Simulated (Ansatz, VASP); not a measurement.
# One calculation of GaSb, two programs

INCAR

```
SYSTEM = GaSb
PREC     = Accurate       ! precision mode
ENCUT    = 500            ! plane-wave cutoff, eV
EDIFF    = 1E-6           ! SCF threshold, eV
ISMEAR   = 0              ! smearing method
SIGMA    = 0.05           ! smearing width, eV
LREAL    = .False.        ! projectors in reciprocal space
LASPH    = .True.         ! aspherical terms in the spheres
NELM     = 120            ! most SCF steps
ALGO     = Normal         ! electronic algorithm
ISIF     = 2              ! what is computed and relaxed
LWAVE    = .False.        ! write WAVECAR
LCHARG   = .False.        ! write CHGCAR
GGA      = PE             ! functional
NBANDS   = 21             ! bands
GGA_COMPAT= .False.
```

KPOINTS

```
regular mesh
0
Gamma
  6 6 6
  0 0 0
```

POSCAR

```
GaSb
1.0
    0.0000000000      3.0590005565      3.0590005565
    3.0590005565      0.0000000000      3.0590005565
    3.0590005565      3.0590005565      0.0000000000
Ga Sb
1 1
Direct
    0.0000000000      0.0000000000      0.0000000000
    0.7500000000      0.7500000000      0.7500000000
```

Input for Ansatz:

```yaml
crystal:
  lattice:
    - [0.0, 3.0590005565, 3.0590005565]
    - [3.0590005565, 0.0, 3.0590005565]
    - [3.0590005565, 3.0590005565, 0.0]
  atoms:
    - { symbol: Ga, position: [0.0, 0.0, 0.0] }
    - { symbol: Sb, position: [0.75, 0.75, 0.75] }
basis:
  ecutwfc: 420
  ecutrho_ratio: 4
kpoints:
  mp_grid: { grid: [6, 6, 6] }
hamiltonian:
  xc: pbe
scf:
  occupations: { method: gaussian, width: 0.05 }
output:
  forces: true
  stress: true
  eigenvalues: true
  populations: true
  write_density: true
  write_potential: true
  elf: true
  volumetric_format: npy
```

Alike in both runs: task single point; functional PBE; k mesh 6 × 6 × 6; occupations gaussian, width 0.05 eV; no spin polarisation.

|  | VASP | Ansatz |
| --- | --- | --- |
| version | VASP 6.6.1 | Ansatz 0.2.0 |
| potentials or method | VASP PAW PBE potentials, release 64 (Ga_d, Sb_d_GW), cutoff 500 eV | scalar-relativistic, plane waves, PAW |
| valence electrons in the cell | 28 | 28 |

|  | VASP | Ansatz | Ansatz less VASP |
| --- | --- | --- | --- |
| pressure (GPa) | 2.4 | 2.4 | 0.00 |

Neither program's run includes spin-orbit coupling.
